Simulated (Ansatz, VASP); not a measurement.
**Ta in VASP and in Ansatz**

The input INCAR:

```
PREC = Accurate ; ENCUT = 520
EDIFF = 1E-7 ; ISMEAR = -1
SIGMA = 0.1 ; LREAL = F
LASPH = T ; NELM = 100
ALGO = Normal ; ISIF = 2
LWAVE = F ; LCHARG = F
GGA = B5 ; ALDAX = 1.0
AGGAX = 1.0 ; AGGAC = 1.0
ALDAC = 0.0 ; NBANDS = 12
```

KPOINTS

```
Automatic mesh
0
Gamma
  22 22 22
```

File POSCAR:

```
Ta
1.0
   -1.7424322326      1.7424322326      1.7424322326
    1.7424322326     -1.7424322326      1.7424322326
    1.7424322326      1.7424322326     -1.7424322326
Ta
1
Direct
    0.0000000000      0.0000000000      0.0000000000
```

Input for Ansatz:

```yaml
crystal:
  lattice:
    - [-1.7424322326, 1.7424322326, 1.7424322326]
    - [1.7424322326, -1.7424322326, 1.7424322326]
    - [1.7424322326, 1.7424322326, -1.7424322326]
  atoms:
    - { symbol: Ta, position: [0.0, 0.0, 0.0] }
hamiltonian:
  xc: blyp
  pseudopotentials:
    kind: paw
    azcp:
      Ta: "pseudopotentials/Ta.paw.azcp"
basis:
  ecutwfc: 420
  fft_grid_basis: typed
kpoints:
  mp_grid: { grid: [22, 22, 22], shift: [0, 0, 0] }
magnetization:
  spin_polarized: false
scf:
  occupations: { method: fermi_dirac, width: 0.1 }
output:
  stress: true
```

Alike in both runs: task single point; functional BLYP; k mesh 22 × 22 × 22; occupations fermi-dirac, width 0.1 eV; no spin polarisation.

```csv
,VASP,Ansatz
version,VASP 6.6.1,Ansatz 0.2.0
potentials or method,"VASP PAW PBE potentials, release 64 (Ta_pv), cutoff 520 eV","plane waves (420 eV) with PAW, scalar-relativistic"
valence electrons in the cell,11,13
```

```csv
,VASP,Ansatz,Ansatz less VASP
pressure (GPa),-15.9,-16.5,-0.59
```

VASP's potentials were made for PBE, not for BLYP. With one functional, cell and mesh, what is left measures potentials, basis and numerics. VASP's potentials hold 11 valence electrons a cell and Ansatz's 13, so a difference there can come from the potentials and not from the codes.

Spin-orbit coupling is off throughout.
